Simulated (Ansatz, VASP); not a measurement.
# Rh: VASP beside Ansatz

```
Rh
1.0
     2.55286    0.00000    0.00000
     0.00000    2.55286    0.00000
     0.00000    0.00000    2.55286
Rh
1
Cartesian
  0.0000 0.0000 0.0000
```

Change from the starting cell: volume scaled by 1.02, PAW files.

Alike in both runs: task electric field gradients; functional PBE; k mesh 14 × 14 × 14; occupations fermi-dirac, width 0.08 eV; no spin polarisation.

```csv
,VASP,Ansatz
version,VASP 6.6.1,Ansatz 0.2.0
potentials or method,"VASP PAW PBE potentials, release 64 (Rh_pv)","PAW with Ansatz's default frozen-core files, scalar-relativistic"
plane-wave cutoff (eV),520,420
valence electrons in the cell,15,17
```

```tsv
	VASP	Ansatz	Ansatz less VASP
pressure (GPa)	-3.4	-3.4	-0.04
```

With one functional, cell and mesh, what is left measures potentials, basis and numerics. VASP's potentials hold 15 valence electrons a cell and Ansatz's 17, so a difference there can come from the potentials and not from the codes.
